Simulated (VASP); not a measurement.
# Cu (I4/mmm) in VASP: single point with PBE

Aim: the single point of Cu with PBE.

All numbers are computed with VASP 6.6.1; they aren't measurements. Logs are shortened: lines on timing, memory, paths and dates and some standing lists are left out, and cuts for length are marked.

## 1. The cell of the first run

It takes space group I4/mmm (No. 139, tetragonal). The conventional cell has a = 2.886 Å, b = 2.886 Å, c = 2.752 Å, α = 90.00°, β = 90.00°, γ = 90.00°. Cu (site symmetry 4/mmm) has 14 Cu at 2.46 to 2.89 Å within 3.2 Å.

## 2. Single point, PBE

INCAR

```
SYSTEM = Cu
PREC = Accurate
ENCUT = 520
EDIFF = 1E-6
ISMEAR = 0
SIGMA = 0.05
LREAL = .FALSE.
LASPH = .TRUE.
NELM = 60
ALGO = Normal
ISIF = 2
LWAVE = .FALSE.
LCHARG = .FALSE.
GGA = PE
NBANDS = 12
```

KPOINTS

```
regular mesh
0
G
  20 20 20
  0 0 0
```

POSCAR

```
Cu
1.0
   -1.4427933200      1.4427933200      1.3760814500
    1.4427933200     -1.4427933200      1.3760814500
    1.4427933200      1.4427933200     -1.3760814500
Cu
1
Direct
    0.0000000000      0.0000000000      0.0000000000
```

Potentials or basis: VASP PAW PBE potentials, release 64 (Cu).

Run with:

```console
> cat potpaw_PBE.64/Cu/POTCAR > POTCAR
> mpirun -np 1 vasp_std > vasp.out
```

OUTCAR:

```text
SYSTEM = Cu
   PREC = Accurate
   ENCUT = 520
   EDIFF = 1E-6
   ISMEAR = 0
   LREAL = .FALSE.
   LASPH = .TRUE.
   NELM = 60
   ISIF = 2
   GGA = PE

 ion  position               nearest neighbor table
   1  0.000  0.000  0.000-

  LATTYP: Found a body centered tetragonal cell.
 ALAT       =     2.8855866400
 C/A-ratio  =     0.9537620052

  Lattice vectors:

 A1 = (  -1.4427933200,   1.4427933200,   1.3760814500)
 A2 = (   1.4427933200,  -1.4427933200,   1.3760814500)
 A3 = (   1.4427933200,   1.4427933200,  -1.3760814500)

Analysis of symmetry for initial positions (statically):
=====================================================================
 Subroutine PRICEL returns:
 Original cell was already a primitive cell.

 Routine SETGRP: Setting up the symmetry group for a
 body centered tetragonal supercell.

 Subroutine GETGRP returns: Found 16 space group operations
 (whereof 16 operations were pure point group operations)
 out of a pool of 16 trial point group operations.

The static configuration has the point symmetry D_4h.

Analysis of symmetry for dynamics (positions and initial velocities):
=====================================================================
 Subroutine PRICEL returns:
 Original cell was already a primitive cell.

 Routine SETGRP: Setting up the symmetry group for a
 body centered tetragonal supercell.

 Subroutine GETGRP returns: Found 16 space group operations
 (whereof 16 operations were pure point group operations)
 out of a pool of 16 trial point group operations.

The dynamic configuration has the point symmetry D_4h.

 Subroutine INISYM returns: Found 16 space group operations
 (whereof 16 operations are pure point group operations),
 and found     1 'primitive' translations

----------------------------------------------------------------------------------------

                                     Primitive cell

  volume of cell :      11.4581

  direct lattice vectors                    reciprocal lattice vectors
    -1.442793320  1.442793320  1.376081450     0.000000000  0.346549983  0.363350585
     1.442793320 -1.442793320  1.376081450     0.346549983  0.000000000  0.363350585
     1.442793320  1.442793320 -1.376081450     0.346549983  0.346549983  0.000000000

  length of vectors
     2.461078074  2.461078074  2.461078074     0.502116060  0.502116060  0.490095685

  position of ions in fractional coordinates (direct lattice)
[... 78 lines left out ...]
   LREAL  =      F    real-space projection
   EDIFFG = 0.1E-04   stopping-criterion for IOM
   NSW    =      0    number of steps for IOM
   IBRION =     -1    ionic relax: 0-MD 1-quasi-New 2-CG
   NFREE  =      0    steps in history (QN), initial steepest desc. (CG)
   ISIF   =      2    stress and relaxation
   ISYM   =      2    0-nonsym 1-usesym 2-fastsym
   POTIM  = 0.5000    time-step for ionic-motion
   TEBEG  =    0.0;   TEEND  =   0.0 temperature during run
   PSTRESS=    0.0 pullay stress
   NELECT =      11.0000    total number of electrons
   NUPDOWN=      -1.0000    fix difference up-down
   EMIN   =  10.00;   EMAX   =-10.00  energy-range for DOS
   EFERMI =   0.00;   METHOD = LEGACY
   ISMEAR =     0;   SIGMA  =   0.05  broadening in eV -4-tet -1-fermi 0-gaus
   EFERMI_NEDOS =   21; number of points for ismear=-14 and -15
   IALGO  =     38    algorithm
   IMIX   =      4    mixing-type and parameters
     AMIX     =   0.40;   BMIX     =  1.00
     AMIX_MAG =   1.60;   BMIX_MAG =  1.00
  volume/ion in A,a.u.               =      11.46        77.32
  Fermi-wavevector in a.u.,A,eV,Ry     =   1.614984  3.051878 35.486359  2.608174
  Thomas-Fermi vector in A             =   2.709805
   LORBIT       =      0    0 simple, 1 ext, 2 COOP (PROOUT), +10 PAW based schemes
   GGA     = PE    functional components
   LHFCALC =     F    Hartree Fock is set to
   AEXX    =    0.0000 exact exchange contribution
   IVDW    =     0    specifies the selected vdW correction
   LEPSILON=     F    determine dielectric tensor
   LRPA    =     F    only Hartree local field effects (RPA)
 non-spin polarized calculation
 Gauss-broadening in eV      SIGMA  =   0.05
  energy-cutoff  :      520.00
  volume of cell :       11.46
 maximum number of plane-waves:       327
   NGX =  9   NGY =  9   NGZ =  9

 number of electron      10.9999998 magnetization

 Free energy of the ion-electron system (eV)
  ---------------------------------------------------
  ext. energy  EPLUGINS =         0.00000000
  ---------------------------------------------------
  free energy    TOTEN  =        -3.67636006 eV

  energy without entropy =       -3.67567038  energy(sigma->0) =       -3.67601522

 E-fermi :   7.9741     XC(G=0): -12.9042

 val. band max:        7.9715540905   @ k =   0.5000   0.2000   0.1500
 cond. band min:       7.9752343295   @ k =  -0.2500   0.4000   0.2000
 fundamental gap:      0.0036802390
 Fermi energy:         7.9741258149

 k-point     1 :       0.0000    0.0000    0.0000
  band No.  band energies     occupation
      1      -1.6117      2.00000
      2       4.6397      2.00000
      3       4.8334      2.00000
      4       4.8334      2.00000
      5       5.7040      2.00000
      6       5.9120      2.00000
      7      32.8394      0.00000
      8      32.8394      0.00000
      9      34.0857      0.00000
     10      36.9079      0.00000
     11      36.9079      0.00000
     12      36.9226      0.00000
[... 331 lines left out ...]
 k-point    24 :      -0.3500    0.0500    0.0000
  band No.  band energies     occupation
      1       1.9342      2.00000
      2       4.1605      2.00000
      3       4.8697      2.00000
      4       5.7533      2.00000
      5       5.8947      2.00000
      6       6.1240      2.00000
      7      18.4774      0.00000
      8      25.5812      0.00000
      9      27.1120      0.00000
     10      30.6247      0.00000
     11      33.5338      0.00000
     12      40.2448      0.00000

 [... further k-points ...]
[... 5 lines left out ...]
  --------------------------------------------------------------------------------------
  -------------------------------------------------------------------------------------
  Total        0.5721855      0.5721855      0.5329595      0.0000000     -0.0000000      0.0000000
  in kB       80.0083027     80.0083027     74.5233584      0.0000000     -0.0000000      0.0000000
  external PRESSURE =      78.1799879 kB  Pullay stress =       0.0000000 kB

 VOLUME and BASIS-vectors are now :
 -----------------------------------------------------------------------------
  energy-cutoff  :      520.00
  volume of cell :       11.46
      direct lattice vectors                 reciprocal lattice vectors
    -1.442793320  1.442793320  1.376081450     0.000000000  0.346549983  0.363350585
     1.442793320 -1.442793320  1.376081450     0.346549983  0.000000000  0.363350585
     1.442793320  1.442793320 -1.376081450     0.346549983  0.346549983  0.000000000

 POSITION                                       TOTAL-FORCE (eV/Angst)
 -----------------------------------------------------------------------------------
      0.00000      0.00000      0.00000         0.000000      0.000000      0.000000
 -----------------------------------------------------------------------------------
    total drift:                                0.000000      0.000000      0.000000

  FREE ENERGIE OF THE ION-ELECTRON SYSTEM (eV)
  ---------------------------------------------------
  free  energy   TOTEN  =        -3.6763600613 eV

  energy  without entropy=       -3.6756703827  energy(sigma->0) =       -3.67601522
```

OSZICAR:

```text
N       E                     dE             d eps       ncg     rms          rms(c)
DAV:   1     0.428771622704E+02    0.42877E+02   -0.53733E+03 17104   0.154E+03
DAV:   2    -0.326393997804E+01   -0.46141E+02   -0.42708E+02 15932   0.206E+02
DAV:   3    -0.458077763473E+01   -0.13168E+01   -0.13113E+01 17884   0.400E+01
DAV:   4    -0.458862961407E+01   -0.78520E-02   -0.78510E-02 17312   0.274E+00
DAV:   5    -0.458870179042E+01   -0.72176E-04   -0.72175E-04 17932   0.268E-01    0.763E+00
DAV:   6    -0.402043679291E+01    0.56826E+00   -0.13428E+01 17924   0.705E+01    0.369E+00
DAV:   7    -0.369112513356E+01    0.32931E+00   -0.20947E+00 18004   0.277E+01    0.680E-01
DAV:   8    -0.367706286190E+01    0.14062E-01   -0.75147E-03 20776   0.839E-01    0.196E-01
DAV:   9    -0.367635646697E+01    0.70639E-03   -0.40791E-03 20168   0.110E+00    0.277E-02
DAV:  10    -0.367636169654E+01   -0.52296E-05   -0.33629E-05 21364   0.907E-02    0.849E-03
DAV:  11    -0.367635995249E+01    0.17440E-05   -0.12820E-06 11916   0.219E-02    0.359E-04
DAV:  12    -0.367636006133E+01   -0.10884E-06   -0.77289E-08  8340   0.317E-03
   1 F= -.36763601E+01 E0= -.36760152E+01  d E =-.689679E-03
```

stdout:

```text
POSCAR found type information on POSCAR Cu
 POSCAR found :  1 types and       1 ions
 scaLAPACK will be used
 LDA part: xc-table for (Slater+PW92), standard interpolation
 POSCAR, INCAR and KPOINTS ok, starting setup
 FFT: planning ... GRIDC
 FFT: planning ... GRID_SOFT
 FFT: planning ... GRID
 WAVECAR not read
 entering main loop
```

Wall time 98 s (1 thread of Intel Xeon 8259CL, shared host); peak memory 0.19 GiB.

Results:

```
Free energy            : -3.6764 eV
Pressure               : 7.8 GPa
Band gap on the k mesh : zero (an odd number of electrons rules out a gap without spin polarisation)
```

Caveat: the cell stands under pressure.
